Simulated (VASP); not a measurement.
# Ag (Cmmm) in VASP: relaxation of cell and atoms with PBE

Aim: the relaxation of cell and atoms of Ag with PBE.

Program: VASP 6.6.1. These are calculated values, not measurements. Logs are shortened: lines on timing, memory, paths and dates and some standing lists are left out, and cuts for length are marked.

## Step 1: The cell of the first run

The structure is orthorhombic, space group Cmmm (No. 65). Conventional cell: a = 3.397 Å, b = 3.839 Å, c = 2.475 Å, α = 90.00°, β = 90.00°, γ = 90.00°. Ag (site symmetry mmm) has 8 Ag at 2.48 to 3.40 Å within 3.4 Å.

The cell was generated, and may not be a known phase.

## Step 2: Relaxation of cell and atoms, PBE

INCAR reads:

```
SYSTEM = Ag
ALGO     = Normal         ! electronic algorithm
EDIFF    = 1E-7           ! SCF threshold, eV
EDIFFG   = -0.04          ! ionic threshold
ENCUT    = 630            ! plane-wave cutoff, eV
GGA      = PE             ! functional
GGA_COMPAT= .False.      
IBRION   = 2              ! ionic algorithm
ISIF     = 3              ! what is computed and relaxed
ISMEAR   = 0              ! smearing method
LASPH    = .True.         ! aspherical terms in the spheres
LCHARG   = .False.        ! write CHGCAR
LREAL    = .False.        ! projectors in reciprocal space
LWAVE    = .False.        ! write WAVECAR
NELM     = 120            ! most SCF steps
NELMIN   = 4            
NSW      = 90             ! ionic steps
PREC     = Accurate       ! precision mode
SIGMA    = 0.1            ! smearing width, eV
```

KPOINTS reads:

```
k-points
0
Gamma
  6 6 8
  0 0 0
```

POSCAR reads:

```
Ag
1.0
    1.6984651100     -1.9196869200      0.0000000000
    1.6984651100      1.9196869200      0.0000000000
    0.0000000000      0.0000000000      2.4752386100
Ag
1
Direct
    0.5000000000      0.5000000000      0.5000000000
```

Potentials or basis: VASP PAW PBE potentials, release 64 (Ag_sv_GW).

Run with:

```sh
> cat potpaw_PBE.64/Ag_sv_GW/POTCAR > POTCAR
> mpirun -np 1 vasp_std > vasp.out
```

OUTCAR:

```text
SYSTEM = Ag
   EDIFF = 1E-7
   EDIFFG = -0.04
   ENCUT = 630
   GGA = PE
   IBRION = 2
   ISIF = 3
   ISMEAR = 0
   LASPH = .True.
   LREAL = .False.
   NELM = 120
   NELMIN = 4
   NSW = 90
   PREC = Accurate

 ion  position               nearest neighbor table
   1  0.500  0.500  0.500-

  LATTYP: Found a base centered orthorhombic cell.
 ALAT       =     3.3969302200
 B/A-ratio  =     1.1302480744
 C/A-ratio  =     0.7286692542

  Lattice vectors:

 A1 = (   1.6984651100,  -1.9196869200,   0.0000000000)
 A2 = (   1.6984651100,   1.9196869200,   0.0000000000)
 A3 = (   0.0000000000,   0.0000000000,   2.4752386100)

Analysis of symmetry for initial positions (statically):
=====================================================================
 Subroutine PRICEL returns:
 Original cell was already a primitive cell.

 Routine SETGRP: Setting up the symmetry group for a
 base centered orthorhombic supercell.

 Subroutine GETGRP returns: Found  8 space group operations
 (whereof  8 operations were pure point group operations)
 out of a pool of  8 trial point group operations.

The static configuration has the point symmetry D_2h.

Analysis of symmetry for dynamics (positions and initial velocities):
=====================================================================
 Subroutine PRICEL returns:
 Original cell was already a primitive cell.

 Routine SETGRP: Setting up the symmetry group for a
 base centered orthorhombic supercell.

 Subroutine GETGRP returns: Found  8 space group operations
 (whereof  8 operations were pure point group operations)
 out of a pool of  8 trial point group operations.

The dynamic configuration has the point symmetry D_2h.

 Subroutine INISYM returns: Found  8 space group operations
 (whereof  8 operations are pure point group operations),
 and found     1 'primitive' translations

----------------------------------------------------------------------------------------

                                     Primitive cell

  volume of cell :      16.1411

  direct lattice vectors                    reciprocal lattice vectors
     1.698465110 -1.919686920  0.000000000     0.294383439 -0.260459138  0.000000000
     1.698465110  1.919686920  0.000000000     0.294383439  0.260459138  0.000000000
     0.000000000  0.000000000  2.475238610     0.000000000  0.000000000  0.404001455

  length of vectors
     2.563197534  2.563197534  2.475238610     0.393065607  0.393065607  0.404001455

  position of ions in fractional coordinates (direct lattice)
     0.500000000  0.500000000  0.500000000

  ion indices of the primitive-cell ions
   primitive index   ion index
                 1           1
[... 80 lines left out ...]
   POTIM  = 0.5000    time-step for ionic-motion
   TEBEG  =    0.0;   TEEND  =   0.0 temperature during run
   PSTRESS=    0.0 pullay stress
   NELECT =      19.0000    total number of electrons
   NUPDOWN=      -1.0000    fix difference up-down
   EMIN   =  10.00;   EMAX   =-10.00  energy-range for DOS
   EFERMI =   0.00;   METHOD = LEGACY
   ISMEAR =     0;   SIGMA  =   0.10  broadening in eV -4-tet -1-fermi 0-gaus
   EFERMI_NEDOS =   21; number of points for ismear=-14 and -15
   IALGO  =     38    algorithm
   IMIX   =      4    mixing-type and parameters
     AMIX     =   0.40;   BMIX     =  1.00
     AMIX_MAG =   1.60;   BMIX_MAG =  1.00
  volume/ion in A,a.u.               =      16.14       108.93
  Fermi-wavevector in a.u.,A,eV,Ry     =   1.728548  3.266481 40.652530  2.987877
  Thomas-Fermi vector in A             =   2.803461
   LORBIT       =      0    0 simple, 1 ext, 2 COOP (PROOUT), +10 PAW based schemes
   GGA     = PE    functional components
   LHFCALC =     F    Hartree Fock is set to
   AEXX    =    0.0000 exact exchange contribution
   IVDW    =     0    specifies the selected vdW correction
   LEPSILON=     F    determine dielectric tensor
   LRPA    =     F    only Hartree local field effects (RPA)
 conjugate gradient relaxation of ions
 non-spin polarized calculation
 Gauss-broadening in eV      SIGMA  =   0.10
  energy-cutoff  :      630.00
  volume of cell :       16.14
 maximum number of plane-waves:       596
 NGX is ok and might be reduce to    24
   NGX = 11   NGY = 11   NGZ = 11

--------------------------------------- Ionic step        1  -------------------------------------------

 number of electron      19.0000002 magnetization

 Free energy of the ion-electron system (eV)
  ---------------------------------------------------
  ext. energy  EPLUGINS =         0.00000000
  ---------------------------------------------------
  free energy    TOTEN  =         0.02663381 eV

  energy without entropy =        0.02905080  energy(sigma->0) =        0.02784230

 E-fermi :   7.9978     XC(G=0): -12.7572

 val. band max:        7.9976479565   @ k =   0.3333   0.0000   0.3750
 cond. band min:       8.2406878112   @ k =  -0.3333   0.3333   0.2500
 fundamental gap:      0.2430398547
 Fermi energy:         7.9978104012

 k-point     1 :       0.0000    0.0000    0.0000
  band No.  band energies     occupation
      1     -84.3471      2.00000
      2     -47.6440      2.00000
      3     -47.6395      2.00000
      4     -47.6036      2.00000
      5      -0.1568      2.00000
      6       0.6427      2.00000
      7       0.9501      2.00000
      8       4.9032      2.00000
      9       5.1549      2.00000
     10       5.2442      2.00000
     11      22.8794      0.00000
     12      23.7364      0.00000
     13      24.5830      0.00000
[... 466 lines left out ...]
  FREE ENERGIE OF THE ION-ELECTRON SYSTEM (eV)
  ---------------------------------------------------
  free  energy   TOTEN  =        -0.3313578489 eV

  energy  without entropy=       -0.3293289702  energy(sigma->0) =       -0.33034341

[... ionic steps 4 to 15 ...]

--------------------------------------- Ionic step       16  -------------------------------------------

 number of electron      19.0000009 magnetization

------------------------ aborting loop because EDIFF is reached ----------------------------------------
[... 65 lines left out ...]
--------------------------------------- Ionic step       18  -------------------------------------------

 number of electron      19.0000006 magnetization

 Free energy of the ion-electron system (eV)
  ---------------------------------------------------
  ext. energy  EPLUGINS =         0.00000000
  ---------------------------------------------------
  free energy    TOTEN  =        -0.38514978 eV

  energy without entropy =       -0.38389527  energy(sigma->0) =       -0.38452252

 E-fermi :   5.9673     XC(G=0): -11.7035

 val. band max:        5.8750713995   @ k =   0.3333   0.0000   0.3750
 cond. band min:       6.0325750223   @ k =   0.5000   0.1667   0.0000
 fundamental gap:      0.1575036228
 Fermi energy:         5.9672753343

 k-point     1 :       0.0000    0.0000    0.0000
  band No.  band energies     occupation
      1     -86.0167      2.00000
      2     -49.4217      2.00000
      3     -49.3969      2.00000
      4     -49.3938      2.00000
      5      -1.1363      2.00000
      6      -0.0846      2.00000
      7       0.7084      2.00000
      8       1.8693      2.00000
      9       2.8836      2.00000
     10       2.9819      2.00000
     11      18.8548      0.00000
     12      21.4428      0.00000
     13      23.4829      0.00000
[... 396 lines left out ...]
  FREE ENERGIE OF THE ION-ELECTRON SYSTEM (eV)
  ---------------------------------------------------
  free  energy   TOTEN  =        -0.3851497829 eV

  energy  without entropy=       -0.3838952662  energy(sigma->0) =       -0.38452252

 reached required accuracy - stopping structural energy minimisation
```

OSZICAR:

```text
N       E                     dE             d eps       ncg     rms          rms(c)
DAV:   1     0.367702107772E+03    0.36770E+03   -0.14410E+04  1754   0.209E+03
DAV:   2     0.194206842559E+02   -0.34828E+03   -0.32541E+03  1690   0.842E+02
DAV:   3    -0.635504065302E+00   -0.20056E+02   -0.18992E+02  2568   0.215E+02
[... 188 lines left out ...]
DAV:   4    -0.385130386240E+00    0.12359E-02   -0.41430E-03  2799   0.124E+00    0.237E-02
DAV:   5    -0.385147602667E+00   -0.17216E-04   -0.17232E-04  2265   0.233E-01    0.119E-02
DAV:   6    -0.385150388112E+00   -0.27854E-05   -0.81885E-06  2663   0.572E-02    0.295E-03
DAV:   7    -0.385149745943E+00    0.64217E-06   -0.73025E-07  2558   0.221E-02    0.104E-03
DAV:   8    -0.385149782905E+00   -0.36962E-07   -0.14374E-08   990   0.307E-03
  18 F= -.38514978E+00 E0= -.38452252E+00  d E =-.478009E-02
```

Run time: 2.7 min. Hardware: 1 thread of AMD EPYC 9R45 (Zen 5), shared host; peak memory 0.13 GiB.

Results:

| Quantity | Value |
| --- | --- |
| Free energy | -0.3851 eV |
| Relaxed volume | 19.27 Å³/atom |
| Relaxed cell | a = 2.758 Å, b = 2.758 Å, c = 2.770 Å, α = 90.00°, β = 90.00°, γ = 113.81° |
| Space group after relaxing (to 0.1 Å) | Cmmm (No. 65) |
| Energy gained by relaxing | 411.8 meV/atom |
| Ionic steps | 18 |
| Pressure after relaxing | -0.2 GPa |
| Band gap on the k mesh | zero (an odd number of electrons rules out a gap without spin polarisation) |

Stress tensor (GPa, compression positive):
```
-0.23  0.00  0.00
 0.00  0.03  0.00
 0.00  0.00 -0.30
```

Step by step:
| step | energy change (eV) | largest force (eV/Å) | pressure (GPa) | volume (Å³) |
| --- | --- | --- | --- | --- |
| 1 | 0.0000 | 0.0000 | 34.21 | 16.14 |
| 2 | -0.1237 | 0.0000 | -10.03 | 25.55 |
| 3 | -0.3580 | 0.0000 | -0.76 | 20.24 |
| 4 | -0.3582 | 0.0000 | -0.40 | 20.15 |
| 5 | -0.3582 | 0.0000 | -0.04 | 20.06 |
| 6 | -0.3625 | 0.0000 | 0.07 | 20.02 |
| 7 | -0.3722 | 0.0000 | 0.22 | 19.91 |
| 8 | -0.3833 | 0.0000 | 0.51 | 19.64 |
| 9 | -0.3972 | 0.0000 | 2.11 | 18.87 |
| 10 | -0.3938 | 0.0000 | 0.61 | 19.42 |
| 11 | -0.4035 | 0.0000 | 1.19 | 19.12 |
| 12 | -0.4034 | 0.0000 | 1.35 | 19.07 |
| 13 | -0.4055 | 0.0000 | 1.03 | 19.09 |
| 14 | -0.4070 | 0.0000 | 0.54 | 19.13 |
| 15 | -0.4084 | 0.0000 | 0.39 | 19.16 |
| 16 | -0.4112 | 0.0000 | 0.05 | 19.22 |
| 17 | -0.4102 | 0.0000 | -0.40 | 19.34 |
| 18 | -0.4118 | 0.0000 | -0.16 | 19.27 |

Final structure:
```
Ag
1.0
     1.50574   -2.31011    0.00000
     1.50574    2.31011    0.00000
     0.00000    0.00000    2.76952
Ag
1
Direct
  0.50000 0.50000 0.50000
```

Caveat: the k points lie up to 0.42 Å⁻¹ apart in the final cell, too coarse for converged energies and pressures of a metal; the volume moved by over 15 % at a fixed basis, so the end points are rough.

The gap in the log of VASP goes by the Fermi energy; the results here count the filled bands.